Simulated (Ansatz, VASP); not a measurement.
## One calculation of MnSb, two programs

```
Mn Sb
1.0
     0.00000    2.79502    2.79502
     2.79502    0.00000    2.79502
     2.79502    2.79502    0.00000
Mn Sb
1 1
Direct
  0.00000 0.00000 0.00000
  0.50000 0.50000 0.50000
```

Alike in both runs: task single point; functional PBE; k mesh 4 × 4 × 4; occupations gaussian, width 0.1 eV; collinear spin.

|  | VASP | Ansatz |
| --- | --- | --- |
| version | VASP 6.6.1 | Ansatz 0.2.0 |
| potentials or method | VASP PAW PBE potentials, release 64 (Mn_pv, Sb), cutoff 520 eV | scalar-relativistic, plane waves, PAW |
| valence electrons in the cell | 18 | 30 |

```csv
,VASP,Ansatz,Ansatz less VASP
gap on the k mesh at the Fermi level (eV),none,none,-
pressure (GPa),-0.2,-0.2,0.00
net moment per atom (μB),1.91,1.91,0.000
size of the moment on the site where the two differ most (μB),3.76,3.80,+0.038
```

Site moments also hang on the region over which each program counts them. A gap of «none» marks a metal or a gap that the smearing closes. VASP's potentials hold 18 valence electrons a cell and Ansatz's 30, so a difference there can come from the potentials and not from the codes.

The k mesh is coarse, so the values compare programs but aren't converged. Neither program's run includes spin-orbit coupling.
